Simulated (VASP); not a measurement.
A run of VASP 6.6.1 is set up as follows.

INCAR

```
  ALGO = Normal
  EDIFF = 1E-6
  ENCUT = 600
  GGA = PS
  GGA_COMPAT = False
  ISIF = 2
  ISMEAR = 0
  LASPH = True
  LCHARG = False
  LREAL = False
  LWAVE = False
  NBANDS = 12
  NELM = 120
  PREC = Accurate
  SIGMA = 0.1
```

File KPOINTS:

```
k-points
0
Gamma
  9 9 9
```

Contents of POSCAR:

```
Cu
1.0
    1.2601481857      0.7275468942      2.0575276131
   -1.2601481857      0.7275468942      2.0575276131
    0.0000000000     -1.4550937884      2.0575276131
Cu
1
Direct
    0.5000000000      0.5000000000      0.5000000000
```

Potentials or basis: VASP PAW PBE potentials, release 64 (Cu).

Command:

```bash
$ cat potpaw_PBE.64/Cu/POTCAR > POTCAR
$ mpirun -np 1 vasp_std > vasp.out
```

Task: Predict the pressure.

Result: 0.8 GPa.

Task: What does it give for the band gap on the k mesh?

Result: Zero (an odd number of electrons rules out a gap without spin polarisation).

Caveat: the PAW data sets were made with another functional, which shifts forces and pressure a little.
